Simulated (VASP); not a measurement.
# ScAl3N4 (Cm) in VASP: relaxation of cell and atoms with PBE

Aim: the relaxation of cell and atoms of ScAl3N4 with PBE.

All numbers are computed with VASP 6.6.1; they aren't measurements. Logs are shortened: lines on timing, memory, paths and dates and some standing lists are left out, and cuts for length are marked.

## Step 1: The cell of the first run

Symmetry: Cm, No. 8, monoclinic system. The conventional cell has a = 11.640 Å, b = 3.227 Å, c = 5.630 Å, α = 90.00°, β = 118.92°, γ = 90.00°. Within 2.7 Å of Sc (site symmetry m) lie 4 N at 2.02 to 2.09 Å. Within 2.5 Å of Al (site symmetry m) lie 4 N at 1.87 to 1.97 Å. Al (site symmetry m) has 4 N at 1.89 to 1.96 Å within 2.5 Å. Al (site symmetry m) has 4 N at 1.92 to 1.98 Å within 2.5 Å. Within 2.6 Å of N (site symmetry m) lie 3 Al at 1.93 Å and 1 Sc at 2.09 Å. N (site symmetry m) has 4 Al at 1.96 to 1.98 Å within 2.6 Å. N (site symmetry m) has 2 Al at 1.87 to 1.89 Å and 2 Sc at 2.02 Å within 2.5 Å. Within 2.5 Å of N (site symmetry m) lie 3 Al at 1.91 to 1.92 Å and 1 Sc at 2.07 Å.

## Step 2: Relaxation of cell and atoms, PBE

File INCAR:

```
SYSTEM = ScAl3N4
ALGO = Normal
EDIFF = 1E-7
EDIFFG = -0.002
ENCUT = 600
GGA = PE
IBRION = 2
ISIF = 3
ISMEAR = 0
LASPH = .TRUE.
LCHARG = .FALSE.
LREAL = .FALSE.
LWAVE = .FALSE.
NELM = 100
NSW = 100
PREC = Accurate
SIGMA = 0.02
```

File KPOINTS:

```
k-points
0
G
  8 8 8
  0 0 0
```

File POSCAR:

```
ScAl3N4
1.0
   -3.2266290468      0.0000000000      0.0000000000
    0.0000000000      5.6297354043      0.0002492395
    1.6133145234     -2.8150937901     -5.0941100070
Sc Al N
1 3 4
Direct
    0.0048335613      0.3350692546      0.0096671226
    0.5003292792      0.8367787380      0.0006585584
    0.7533407436      0.4167431221      0.5066814872
    0.2456675251      0.9163638912      0.4913350503
    0.8000395568      0.1306179499      0.6000791137
    0.3064911552      0.6432953640      0.6129823105
    0.5678856316      0.2140788979      0.1357712632
    0.0574125470      0.7430527824      0.1148250941
```

Potentials or basis: VASP PAW PBE potentials, release 64 (Sc_sv, Al, N).

Run with:

```
cat potpaw_PBE.64/Sc_sv/POTCAR potpaw_PBE.64/Al/POTCAR potpaw_PBE.64/N/POTCAR > POTCAR
mpirun -np 1 vasp_std > vasp.out
```

OUTCAR:

```text
SYSTEM = ScAl3N4
   EDIFF = 1E-7
   EDIFFG = -0.002
   ENCUT = 600
   GGA = PE
   IBRION = 2
   ISIF = 3
   ISMEAR = 0
   LASPH = .TRUE.
   LREAL = .FALSE.
   NELM = 100
   NSW = 100
   PREC = Accurate

 ion  position               nearest neighbor table
   1  0.005  0.335  0.010-   7 2.02   7 2.02   8 2.07   5 2.09   4 3.11   3 3.15   3 3.15   3 3.18
                             2 3.21   2 3.21   4 3.22   4 3.22   2 3.28   2 3.28
   2  0.500  0.837  0.001-   7 1.87   8 1.91   8 1.91   6 1.97   4 3.12   4 3.12   3 3.14   3 3.14
                             3 3.17   4 3.21   1 3.21   1 3.21   1 3.28   1 3.28
   3  0.753  0.417  0.507-   7 1.89   5 1.93   6 1.96   6 1.96   2 3.14   2 3.14   1 3.15   1 3.15
                             2 3.17   1 3.18   4 3.21   4 3.21   4 3.28   4 3.28
   4  0.246  0.916  0.491-   8 1.92   5 1.93   5 1.93   6 1.98   1 3.11   2 3.12   2 3.12   2 3.21
                             3 3.21   3 3.21   1 3.22   1 3.22   3 3.28   3 3.28
   5  0.800  0.131  0.600-   4 1.93   4 1.93   3 1.93   1 2.09
   6  0.306  0.643  0.613-   3 1.96   3 1.96   2 1.97   4 1.98
   7  0.568  0.214  0.136-   2 1.87   3 1.89   1 2.02   1 2.02
   8  0.057  0.743  0.115-   2 1.91   2 1.91   4 1.92   1 2.07

  LATTYP: Found a base centered monoclinic cell.
 ALAT       =    11.6395231750
 B/A-ratio  =     0.2772131640
 C/A-ratio  =     0.4836740582
 COS(beta)  =    -0.4835964590

  Lattice vectors:

 A1 = (  -1.6133145234,  -2.8146416142,   5.0938607675)
 A2 = (   1.6133145234,  -2.8146416142,   5.0938607675)
 A3 = (   0.0000000000,   5.6297354043,   0.0002492395)

Analysis of symmetry for initial positions (statically):
=====================================================================
 Subroutine PRICEL returns:
 Original cell was already a primitive cell.

 Routine SETGRP: Setting up the symmetry group for a
 base centered monoclinic supercell.

 Subroutine GETGRP returns: Found  2 space group operations
 (whereof  2 operations were pure point group operations)
 out of a pool of  4 trial point group operations.

The static configuration has the point symmetry C_1h.

Analysis of symmetry for dynamics (positions and initial velocities):
=====================================================================
 Subroutine PRICEL returns:
 Original cell was already a primitive cell.

 Routine SETGRP: Setting up the symmetry group for a
 base centered monoclinic supercell.

 Subroutine GETGRP returns: Found  2 space group operations
 (whereof  2 operations were pure point group operations)
 out of a pool of  4 trial point group operations.

The dynamic configuration has the point symmetry C_1h.

 Subroutine INISYM returns: Found  2 space group operations
 (whereof  2 operations are pure point group operations),
 and found     1 'primitive' translations

----------------------------------------------------------------------------------------

                                     Primitive cell

  volume of cell :      92.5326

  direct lattice vectors                    reciprocal lattice vectors
    -3.226629047  0.000000000  0.000000000    -0.309920969  0.000004346 -0.098154974
     0.000000000  5.629735404  0.000249240     0.000000000  0.177632587 -0.098162857
     1.613314523 -2.815093790 -5.094110007     0.000000000  0.000008691 -0.196309947

  length of vectors
     3.226629047  5.629735410  6.039660054     0.325092919  0.202951429  0.196309947

  position of ions in fractional coordinates (direct lattice)
     0.004833561  0.335069255  0.009667123
     0.500329279  0.836778738  0.000658558
     0.753340744  0.416743122  0.506681487
     0.245667525  0.916363891  0.491335050
     0.800039557  0.130617950  0.600079114
     0.306491155  0.643295364  0.612982311
     0.567885632  0.214078898  0.135771263
     0.057412547  0.743052782  0.114825094

  ion indices of the primitive-cell ions
   primitive index   ion index
                 1           1
                 2           2
                 3           3
                 4           4
                 5           5
                 6           6
                 7           7
                 8           8

----------------------------------------------------------------------------------------

 KPOINTS: k-points

Automatic generation of k-mesh.
 Grid dimensions read from file:
 generate k-points for:    8    8    8

 Generating k-lattice:

  Cartesian coordinates                     Fractional coordinates (reciprocal lattice)
    -0.038740121  0.000000543 -0.012269372     0.125000000  0.000000000  0.000000000
     0.000000000  0.022204073 -0.012270357     0.000000000  0.125000000  0.000000000
     0.000000000  0.000001086 -0.024538743     0.000000000  0.000000000  0.125000000

  Length of vectors
     0.040636615  0.025368929  0.024538743

  Shift w.r.t. Gamma in fractional coordinates (k-lattice)
     0.000000000  0.000000000  0.000000000

 Subroutine IBZKPT returns following result:
 ===========================================

 Found    150 irreducible k-points:

 Following reciprocal coordinates:
            Coordinates               Weight
  0.000000  0.000000  0.000000      1.000000
  0.125000 -0.000000  0.000000      4.000000
  0.250000 -0.000000  0.000000      4.000000
  0.375000  0.000000 -0.000000      4.000000
  0.500000 -0.000000  0.000000      2.000000
  0.000000  0.125000  0.000000      2.000000
[... 16 lines left out ...]
  0.125000  0.375000  0.000000      4.000000
  0.250000  0.375000 -0.000000      4.000000
 [... further k-points ...]
   k-points           NKPTS =    150   k-points in BZ     NKDIM =    150   number of bands    NBANDS=     25
   number of dos      NEDOS =    301   number of ions     NIONS =      8
   total plane-waves  NPLWV =  64512
   dimension x,y,z NGX =    28 NGY =   48 NGZ =   48
   dimension x,y,z NGXF=    56 NGYF=   96 NGZF=   96
   ions per type =               1   3   4
   NGX,Y,Z   is equivalent  to a cutoff of  14.43, 14.17, 13.21 a.u.
   NGXF,Y,Z  is equivalent  to a cutoff of  28.85, 28.35, 26.42 a.u.
 SYSTEM =  ScAl3N4
   PREC   = accura    normal or accurate (medium, high low for compatibility)
   ISTART =      0    job   : 0-new  1-cont  2-samecut
   ICHARG =      2    charge: 1-file 2-atom 10-const
   ISPIN  =      1    spin polarized calculation?
   LNONCOLLINEAR =      F non collinear calculations
   LSORBIT =      F    spin-orbit coupling
   LASPH  =      T    aspherical Exc in radial PAW
   ENCUT  =  600.0 eV  44.10 Ry    6.64 a.u.   6.44 11.24 12.06*2*pi/ulx,y,z
   NELM   =    100;   NELMIN=  2; NELMDL= -5     # of ELM steps
   EDIFF  = 0.1E-06   stopping-criterion for ELM
   LREAL  =      F    real-space projection
   EDIFFG = -.2E-02   stopping-criterion for IOM
   NSW    =    100    number of steps for IOM
   IBRION =      2    ionic relax: 0-MD 1-quasi-New 2-CG
   NFREE  =      1    steps in history (QN), initial steepest desc. (CG)
   ISIF   =      3    stress and relaxation
   ISYM   =      2    0-nonsym 1-usesym 2-fastsym
   POTIM  = 0.5000    time-step for ionic-motion
   TEBEG  =    0.0;   TEEND  =   0.0 temperature during run
   PSTRESS=    0.0 pullay stress
   NELECT =      40.0000    total number of electrons
   NUPDOWN=      -1.0000    fix difference up-down
   EMIN   =  10.00;   EMAX   =-10.00  energy-range for DOS
   EFERMI =   0.00;   METHOD = LEGACY
   ISMEAR =     0;   SIGMA  =   0.02  broadening in eV -4-tet -1-fermi 0-gaus
   EFERMI_NEDOS =   21; number of points for ismear=-14 and -15
   IALGO  =     38    algorithm
   IMIX   =      4    mixing-type and parameters
     AMIX     =   0.40;   BMIX     =  1.00
     AMIX_MAG =   1.60;   BMIX_MAG =  1.00
  volume/ion in A,a.u.               =      11.57        78.06
  Fermi-wavevector in a.u.,A,eV,Ry     =   1.237836  2.339172 20.847377  1.532239
  Thomas-Fermi vector in A             =   2.372387
   LORBIT       =      0    0 simple, 1 ext, 2 COOP (PROOUT), +10 PAW based schemes
   GGA     = PE    functional components
   LHFCALC =     F    Hartree Fock is set to
   AEXX    =    0.0000 exact exchange contribution
   IVDW    =     0    specifies the selected vdW correction
   LEPSILON=     F    determine dielectric tensor
   LRPA    =     F    only Hartree local field effects (RPA)
 conjugate gradient relaxation of ions
 non-spin polarized calculation
 Gauss-broadening in eV      SIGMA  =   0.02
  energy-cutoff  :      600.00
  volume of cell :       92.53
 maximum number of plane-waves:      3121
 NGX is ok and might be reduce to    28
   NGX = 13   NGY = 23   NGZ = 25

--------------------------------------- Ionic step        1  -------------------------------------------

 number of electron      40.0000002 magnetization

 Free energy of the ion-electron system (eV)
  ---------------------------------------------------
  ext. energy  EPLUGINS =         0.00000000
  ---------------------------------------------------
  free energy    TOTEN  =       -61.94181576 eV

  energy without entropy =      -61.94181576  energy(sigma->0) =      -61.94181576

------------------------ aborting loop because EDIFF is reached ----------------------------------------

  FORCE on cell =-STRESS in cart. coord.  units (eV):
  Direction    XX          YY          ZZ          XY          YZ          ZX
  --------------------------------------------------------------------------------------
  -------------------------------------------------------------------------------------
  Total       -0.0141672      0.0415016      0.1146850      0.0000000      0.0059712      0.0000000
  in kB       -0.2453014      0.7185894      1.9857398      0.0000000      0.1033906      0.0000000
  external PRESSURE =       0.8196759 kB  Pullay stress =       0.0000000 kB
[... 107 lines left out ...]
  FREE ENERGIE OF THE ION-ELECTRON SYSTEM (eV)
  ---------------------------------------------------
  free  energy   TOTEN  =       -61.9420937496 eV

  energy  without entropy=      -61.9420937496  energy(sigma->0) =      -61.94209375

[... ionic steps 4 to 11 ...]

--------------------------------------- Ionic step       12  -------------------------------------------

 number of electron      40.0000002 magnetization

------------------------ aborting loop because EDIFF is reached ----------------------------------------
[... 79 lines left out ...]
--------------------------------------- Ionic step       14  -------------------------------------------

 number of electron      40.0000002 magnetization

 Free energy of the ion-electron system (eV)
  ---------------------------------------------------
  ext. energy  EPLUGINS =         0.00000000
  ---------------------------------------------------
  free energy    TOTEN  =       -61.94214558 eV

  energy without entropy =      -61.94214558  energy(sigma->0) =      -61.94214558

 E-fermi :   4.9787     XC(G=0): -10.7270

 val. band max:        4.8919439750   @ k =   0.5000   0.5000   0.2500
 cond. band min:       8.4801346999   @ k =   0.0000   0.0000   0.0000
 fundamental gap:      3.5881907249
 Fermi energy:         4.9787317085

 k-point     1 :       0.0000    0.0000    0.0000
  band No.  band energies     occupation
      1     -41.7828      2.00000
      2     -20.5875      2.00000
      3     -20.5731      2.00000
      4     -20.4161      2.00000
      5      -9.3726      2.00000
      6      -7.6117      2.00000
[... 661 lines left out ...]
     24      10.3967      0.00000
     25      11.7597      0.00000

 [... further k-points ...]

------------------------ aborting loop because EDIFF is reached ----------------------------------------

  FORCE on cell =-STRESS in cart. coord.  units (eV):
  Direction    XX          YY          ZZ          XY          YZ          ZX
  --------------------------------------------------------------------------------------
  -------------------------------------------------------------------------------------
  Total       -0.0036863     -0.0016952     -0.0005726      0.0000000     -0.0003625      0.0000000
  in kB       -0.0637951     -0.0293376     -0.0099087      0.0000000     -0.0062738      0.0000000
  external PRESSURE =      -0.0343471 kB  Pullay stress =       0.0000000 kB
[... 23 lines left out ...]
  FREE ENERGIE OF THE ION-ELECTRON SYSTEM (eV)
  ---------------------------------------------------
  free  energy   TOTEN  =       -61.9421455751 eV

  energy  without entropy=      -61.9421455751  energy(sigma->0) =      -61.94214558

 reached required accuracy - stopping structural energy minimisation
```

It took 61 min on 1 thread of Oxide Virtual Turin-like, shared host; peak memory 0.51 GiB.

Results:

```yaml
Free_energy: -61.9421 eV
Relaxed_volume: 11.57 Å³/atom
Relaxed_cell: a = 3.225 Å, b = 5.629 Å, c = 6.044 Å, α = 117.75°, β = 105.47°, γ = 90.00°
Space_group_after_relaxing_to_0.1_Å: Cm (No. 8)
Energy_gained_by_relaxing: 0.0 meV/atom
Ionic_steps: 14
Pressure_after_relaxing: 0.0 GPa
Band_gap_on_the_k_mesh: 3.59 eV (least direct gap 3.71 eV)
```

Step by step:
| step | energy change (eV) | largest force (eV/Å) | pressure (GPa) | volume (Å³) |
| --- | --- | --- | --- | --- |
| 1 | 0.0000 | 0.0759 | 0.08 | 92.53 |
| 2 | -0.0003 | 0.0249 | -0.08 | 92.61 |
| 3 | -0.0003 | 0.0126 | -0.05 | 92.60 |
| 4 | -0.0003 | 0.0062 | 0.03 | 92.56 |
| 5 | -0.0003 | 0.0074 | 0.04 | 92.55 |
| 6 | -0.0003 | 0.0055 | 0.01 | 92.57 |
| 7 | -0.0003 | 0.0063 | -0.01 | 92.58 |
| 8 | -0.0003 | 0.0060 | 0.00 | 92.58 |
| 9 | -0.0003 | 0.0045 | 0.00 | 92.58 |
| 10 | -0.0003 | 0.0038 | 0.00 | 92.58 |
| 11 | -0.0003 | 0.0028 | 0.00 | 92.58 |
| 12 | -0.0003 | 0.0033 | 0.01 | 92.57 |
| 13 | -0.0003 | 0.0032 | 0.01 | 92.57 |
| 14 | -0.0003 | 0.0012 | 0.00 | 92.58 |

Final structure:
```
Sc Al N
1.0
    -3.22505    0.00000    0.00000
     0.00000    5.62871    0.00021
     1.61252   -2.81454   -5.10011
Sc Al N
1 3 4
Direct
  0.00465 0.33484 0.00930
  0.50027 0.83679 0.00054
  0.75334 0.41676 0.50669
  0.24553 0.91622 0.49107
  0.79985 0.13037 0.59969
  0.30666 0.64349 0.61332
  0.56817 0.21400 0.13635
  0.05752 0.74354 0.11504
```

A k mesh can miss the band edges.
